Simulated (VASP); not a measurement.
A run of VASP 6.6.1 is set up as follows.

The input INCAR:

```
PREC = Accurate
ENCUT = 520
EDIFF = 1E-7
ISMEAR = 0
SIGMA = 0.03
LREAL = False
LASPH = True
NELM = 150
ALGO = Normal
ISIF = 2
LWAVE = False
LCHARG = False
ISPIN = 2
MAGMOM = 6.925
LORBIT = 11
LMAXMIX = 6
GGA = CA
NBANDS = 18
```

The input KPOINTS:

```
regular mesh
0
Gamma
  11 11 11
```

POSCAR

```
Eu
1.0
   -2.0544259245      2.0544259245      2.0544259245
    2.0544259245     -2.0544259245      2.0544259245
    2.0544259245      2.0544259245     -2.0544259245
Eu
1
Direct
    0.0000000000      0.0000000000      0.0000000000
```

Potentials or basis: VASP PAW PBE potentials, release 64 (Eu).

Command:

```sh
$ cat potpaw_PBE.64/Eu/POTCAR > POTCAR
$ mpirun -np 1 vasp_std > vasp.out
```

(1) Estimate the pressure.

(2) What does it give for the net moment?

(3) Predict the site moments.

Answers

(1) -0.4 GPa.

(2) 7.09 μB per cell.

(3) Eu +6.63 μB.

Caveat: the PAW data sets were made with another functional, which shifts forces and pressure a little.
